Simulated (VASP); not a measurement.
# BeZn2Se3 (I-4m2) in VASP: a series of runs

BeZn2Se3 is run at these levels: PBE; tasks: single point, relaxation of cell and atoms.

Everything below comes from runs of VASP 6.6.1. Logs are shortened: lines on timing, memory, paths and dates and some standing lists are left out, and cuts for length are marked.

### Step 1. The cell of the first run

The structure is tetragonal, space group I-4m2 (No. 119). The conventional cell has a = 3.853 Å, b = 3.853 Å, c = 16.346 Å, α = 90.00°, β = 90.00°, γ = 90.00°. Be (site symmetry -4m2) has 4 Se at 2.36 Å within 3.1 Å. Within 3.1 Å of Zn (site symmetry 2mm) lie 4 Se at 2.36 Å. Se (site symmetry 2mm) has 2 Be at 2.36 Å and 2 Zn at 2.36 Å within 3.1 Å. Se (site symmetry -4m2) has 4 Zn at 2.36 Å within 3.1 Å.

### Step 2. Single point, PBE

INCAR

```
  PREC = Accurate
  ENCUT = 520
  EDIFF = 1E-7
  ISMEAR = 0
  SIGMA = 0.1
  LREAL = F
  LASPH = T
  NELM = 100
  ALGO = Normal
  ISIF = 2
  LWAVE = F
  LCHARG = F
  GGA = PE
  NBANDS = 31
```

KPOINTS

```
regular mesh
0
Gamma
  6 6 6
```

POSCAR

```
BeZn2Se3
1.0
   -1.9264520500      1.9264520500      8.1732438500
    1.9264520500     -1.9264520500      8.1732438500
    1.9264520500      1.9264520500     -8.1732438500
Be Zn Se
1 2 3
Direct
    0.5000000000      0.5000000000      0.0000000000
    0.8333333300      0.8333333300      0.0000000000
    0.1666666700      0.1666666700      0.0000000000
    0.4166666700      0.9166666700      0.5000000000
    0.0833333300      0.5833333300      0.5000000000
    0.7500000000      0.2500000000      0.5000000000
```

Potentials or basis: VASP PAW PBE potentials, release 64 (Be, Zn, Se).

Started as:

```sh
$ cat potpaw_PBE.64/Be/POTCAR potpaw_PBE.64/Zn/POTCAR potpaw_PBE.64/Se/POTCAR > POTCAR
$ mpirun -np 1 vasp_std > vasp.out
```

OUTCAR:

```text
PREC = Accurate
   ENCUT = 520
   EDIFF = 1E-7
   ISMEAR = 0
   LREAL = F
   LASPH = T
   NELM = 100
   ISIF = 2
   GGA = PE

 ion  position               nearest neighbor table
   1  0.500  0.500  0.000-   5 2.36   4 2.36   5 2.36   4 2.36
   2  0.833  0.833  0.000-   6 2.36   6 2.36   4 2.36   4 2.36
   3  0.167  0.167  0.000-   6 2.36   6 2.36   5 2.36   5 2.36
   4  0.417  0.917  0.500-   1 2.36   1 2.36   2 2.36   2 2.36
   5  0.083  0.583  0.500-   1 2.36   1 2.36   3 2.36   3 2.36
   6  0.750  0.250  0.500-   2 2.36   3 2.36   2 2.36   3 2.36

  LATTYP: Found a body centered tetragonal cell.
 ALAT       =     3.8529041000
 C/A-ratio  =     4.2426406876

  Lattice vectors:

 A1 = (  -1.9264520500,   1.9264520500,   8.1732438500)
 A2 = (   1.9264520500,  -1.9264520500,   8.1732438500)
 A3 = (   1.9264520500,   1.9264520500,  -8.1732438500)

Analysis of symmetry for initial positions (statically):
=====================================================================
 Subroutine PRICEL returns:
 Original cell was already a primitive cell.

 Routine SETGRP: Setting up the symmetry group for a
 body centered tetragonal supercell.

 Subroutine GETGRP returns: Found  8 space group operations
 (whereof  8 operations were pure point group operations)
 out of a pool of 16 trial point group operations.

The static configuration has the point symmetry D_2d.

Analysis of symmetry for dynamics (positions and initial velocities):
=====================================================================
 Subroutine PRICEL returns:
 Original cell was already a primitive cell.

 Routine SETGRP: Setting up the symmetry group for a
 body centered tetragonal supercell.

 Subroutine GETGRP returns: Found  8 space group operations
 (whereof  8 operations were pure point group operations)
 out of a pool of 16 trial point group operations.

The dynamic configuration has the point symmetry D_2d.

 Subroutine INISYM returns: Found  8 space group operations
 (whereof  8 operations are pure point group operations),
 and found     1 'primitive' translations

----------------------------------------------------------------------------------------

                                     Primitive cell

  volume of cell :     121.3307

[... 91 lines left out ...]
   LNONCOLLINEAR =      F non collinear calculations
   LSORBIT =      F    spin-orbit coupling
   LASPH  =      T    aspherical Exc in radial PAW
   ENCUT  =  520.0 eV  38.22 Ry    6.18 a.u.  16.02 16.02 16.02*2*pi/ulx,y,z
   NELM   =    100;   NELMIN=  2; NELMDL= -5     # of ELM steps
   EDIFF  = 0.1E-06   stopping-criterion for ELM
   LREAL  =      F    real-space projection
   EDIFFG = 0.1E-05   stopping-criterion for IOM
   NSW    =      0    number of steps for IOM
   IBRION =     -1    ionic relax: 0-MD 1-quasi-New 2-CG
   NFREE  =      0    steps in history (QN), initial steepest desc. (CG)
   ISIF   =      2    stress and relaxation
   ISYM   =      2    0-nonsym 1-usesym 2-fastsym
   POTIM  = 0.5000    time-step for ionic-motion
   TEBEG  =    0.0;   TEEND  =   0.0 temperature during run
   PSTRESS=    0.0 pullay stress
   NELECT =      44.0000    total number of electrons
   NUPDOWN=      -1.0000    fix difference up-down
   EMIN   =  10.00;   EMAX   =-10.00  energy-range for DOS
   EFERMI =   0.00;   METHOD = LEGACY
   ISMEAR =     0;   SIGMA  =   0.10  broadening in eV -4-tet -1-fermi 0-gaus
   EFERMI_NEDOS =   21; number of points for ismear=-14 and -15
   IALGO  =     38    algorithm
   IMIX   =      4    mixing-type and parameters
     AMIX     =   0.40;   BMIX     =  1.00
     AMIX_MAG =   1.60;   BMIX_MAG =  1.00
  volume/ion in A,a.u.               =      20.22       136.46
  Fermi-wavevector in a.u.,A,eV,Ry     =   1.167442  2.206146 18.543674  1.362922
  Thomas-Fermi vector in A             =   2.303942
   LORBIT       =      0    0 simple, 1 ext, 2 COOP (PROOUT), +10 PAW based schemes
   GGA     = PE    functional components
   LHFCALC =     F    Hartree Fock is set to
   AEXX    =    0.0000 exact exchange contribution
   IVDW    =     0    specifies the selected vdW correction
   LEPSILON=     F    determine dielectric tensor
   LRPA    =     F    only Hartree local field effects (RPA)
 non-spin polarized calculation
 Gauss-broadening in eV      SIGMA  =   0.10
  energy-cutoff  :      520.00
  volume of cell :      121.33
 maximum number of plane-waves:      3304
   NGX = 31   NGY = 31   NGZ = 31

 number of electron      44.0000005 magnetization

 Free energy of the ion-electron system (eV)
  ---------------------------------------------------
  ext. energy  EPLUGINS =         0.00000000
  ---------------------------------------------------
  free energy    TOTEN  =       -20.29473976 eV

  energy without entropy =      -20.29473976  energy(sigma->0) =      -20.29473976

 E-fermi :   2.9129     XC(G=0):  -9.4973

 val. band max:        2.4550648601   @ k =   0.0000   0.0000   0.0000
 cond. band min:       4.6629831110   @ k =   0.0000   0.0000   0.0000
 fundamental gap:      2.2079182509
 Fermi energy:         2.9128977967

 k-point     1 :       0.0000    0.0000    0.0000
  band No.  band energies     occupation
      1     -11.2869      2.00000
      2     -10.3338      2.00000
      3     -10.2611      2.00000
      4      -4.4614      2.00000
      5      -4.3479      2.00000
      6      -4.3479      2.00000
[... 805 lines left out ...]
     30       8.5036      0.00000
     31       9.4571      0.00000

 [... further k-points ...]
[... 5 lines left out ...]
  --------------------------------------------------------------------------------------
  -------------------------------------------------------------------------------------
  Total        4.2122597      4.2122597      4.1602040      0.0000000      0.0000000      0.0000000
  in kB       55.6230586     55.6230586     54.9356607      0.0000000      0.0000000      0.0000000
  external PRESSURE =      55.3939260 kB  Pullay stress =       0.0000000 kB

 VOLUME and BASIS-vectors are now :
 -----------------------------------------------------------------------------
  energy-cutoff  :      520.00
  volume of cell :      121.33
      direct lattice vectors                 reciprocal lattice vectors
    -1.926452050  1.926452050  8.173243850     0.000000000  0.259544482  0.061175221
     1.926452050 -1.926452050  8.173243850     0.259544482  0.000000000  0.061175221
     1.926452050  1.926452050 -8.173243850     0.259544482  0.259544482  0.000000000

 POSITION                                       TOTAL-FORCE (eV/Angst)
 -----------------------------------------------------------------------------------
      0.00000      0.00000      8.17324        -0.000000     -0.000000      0.000000
      0.00000      0.00000     13.62207        -0.000000     -0.000000      0.064384
      0.00000      0.00000      2.72441        -0.000000     -0.000000     -0.064384
      1.92645      0.00000      6.81104         0.000000      0.000000      1.811415
      1.92645      0.00000      1.36221        -0.000000     -0.000000     -1.811415
      0.00000      1.92645      4.08662        -0.000000     -0.000000     -0.000000
 -----------------------------------------------------------------------------------
    total drift:                                0.000001     -0.000001     -0.000000

  FREE ENERGIE OF THE ION-ELECTRON SYSTEM (eV)
  ---------------------------------------------------
  free  energy   TOTEN  =       -20.2947397557 eV

  energy  without entropy=      -20.2947397557  energy(sigma->0) =      -20.29473976
```

Wall time 4.5 min (1 thread of AMD EPYC 9R45 (Zen 5), shared host); peak memory 0.55 GiB.

Results:

| Property | Result |
| --- | --- |
| Free energy | -20.2947 eV |
| Pressure | 5.5 GPa |
| Largest force | 1.811 eV/Å |
| Band gap on the k mesh | 2.21 eV, direct |

Forces on the atoms (eV/Å):
```
Be   0.000  0.000  0.000
Zn   0.000  0.000  0.064
Zn   0.000  0.000 -0.064
Se   0.000  0.000  1.811
Se   0.000  0.000 -1.811
Se   0.000  0.000  0.000
```

Caveat: forces of over 1 eV/Å act on the atoms, so gaps and moduli don't describe the material at rest.

### Step 3. Single point, PBE

This run uses another cell than the first one, of 21.35 Å³/atom, 1.056 times its volume.

INCAR

```
SYSTEM = BeZn2Se3
PREC = Accurate ; ENCUT = 520
EDIFF = 1E-6 ; ISMEAR = 0
SIGMA = 0.1 ; LREAL = .FALSE.
LASPH = .TRUE. ; NELM = 80
ALGO = Normal ; ISIF = 2
LWAVE = .FALSE. ; LCHARG = .FALSE.
GGA = PE ; NBANDS = 31
```

KPOINTS

```
regular mesh
0
G
  6 6 6
  0 0 0
```

POSCAR

```
BeZn2Se3
1.0
   -1.9525915881      1.9525915881      8.4013814844
    1.9525915881     -1.9525915881      8.4013814844
    1.9525915881      1.9525915881     -8.4013814844
Be Zn Se
1 2 3
Direct
    0.5000000000      0.5000000000      0.0000000000
    0.8386101601      0.8386101601      0.0000000000
    0.1613898399      0.1613898399      0.0000000000
    0.4280550111      0.9280550111      0.5000000000
    0.0719449889      0.5719449889      0.5000000000
    0.7500000000      0.2500000000      0.5000000000
```

Potentials or basis: VASP PAW PBE potentials, release 64 (Be, Zn, Se).

Started as:

```sh
$ cat potpaw_PBE.64/Be/POTCAR potpaw_PBE.64/Zn/POTCAR potpaw_PBE.64/Se/POTCAR > POTCAR
$ mpirun -np 1 vasp_std > vasp.out
```

Wall time 6.3 min (1 thread of AMD EPYC 9R45 (Zen 5), shared host); peak memory 0.68 GiB.

The run converged. Its results:

* Free energy: -20.7507 eV
* Pressure: 0.2 GPa
* Largest force: 0.018 eV/Å
* Band gap on the k mesh: 1.83 eV, direct

Forces on the atoms (eV/Å):
```
Be   0.000  0.000  0.000
Zn   0.000  0.000  0.002
Zn   0.000  0.000 -0.002
Se   0.000  0.000  0.018
Se   0.000  0.000 -0.018
Se   0.000  0.000  0.000
```

Levels at points of the mesh, in eV from the valence-band top:
```
           k point  band 19  band 20  band 21  band 22  band 23  band 24  band 25  band 26
(0.00, 0.00, 0.00)    -1.49    -0.24     0.00     0.00     1.83     2.95     3.66     4.12
(0.50, 0.00, 0.00)    -1.68    -0.99    -0.74    -0.62     2.78     3.91     4.03     5.70
(0.50, 0.50, 0.00)    -2.71    -2.68    -2.26    -2.26     2.84     3.33     4.41     4.42
(0.50, 0.50, 0.50)    -0.90    -0.90    -0.53    -0.53     2.67     3.60     3.63     4.05
```

A k mesh can miss the band edges. Expect the measured gap to be larger: semilocal functionals such as PBE lack the derivative discontinuity.

[end of part 1 of 2]
